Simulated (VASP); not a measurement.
Write the native input for VASP 6.6.1 that does the following.

| Item | Value |
| --- | --- |
| Task | single point |
| Functional | PBEsol |
| Potentials or basis | VASP PAW PBE potentials, release 64 (Al, Au) |
| Cutoff | 520 eV |
| k mesh | 12 × 12 × 12 |
| Occupations | gaussian, width 0.1 eV |
| Spin | no spin polarisation |
| Dipole correction | no |
| Further INCAR settings | ALGO = Normal; EDIFF = 1e-06; NBANDS = 16 |

The structure of Al2Au (sol) lies in POSCAR:

```
Al2Au
1.0
    0.0000000000      3.0011078128      3.0011078128
    3.0011078128      0.0000000000      3.0011078128
    3.0011078128      3.0011078128      0.0000000000
Al Au
2 1
Direct
    0.2500000000      0.2500000000      0.2500000000
    0.7500000000      0.7500000000      0.7500000000
    0.0000000000      0.0000000000      0.0000000000
```

One way to write it, as run:

INCAR

```
SYSTEM = Al2Au
ALGO = Normal
EDIFF = 1E-6
ENCUT = 520
GGA = PS
ISIF = 2
ISMEAR = 0
LASPH = .TRUE.
LCHARG = .FALSE.
LREAL = .FALSE.
LWAVE = .FALSE.
NBANDS = 16
NELM = 60
PREC = Accurate
SIGMA = 0.1
```

KPOINTS

```
k-points
0
G
  12 12 12
  0 0 0
```

Potentials or basis: VASP PAW PBE potentials, release 64 (Al, Au).

Command:

```console
$ cat potpaw_PBE.64/Al/POTCAR potpaw_PBE.64/Au/POTCAR > POTCAR
$ mpirun -np 1 vasp_std > vasp.out
```

It gave:

```json
{
  "Pressure": "-0.1 GPa"
}
```

Caveat: the PAW data sets were made with another functional, which shifts forces and pressure a little.

It took 34 s on 1 thread of Intel Xeon 6975P-C (shared host), peak memory 0.21 GiB.
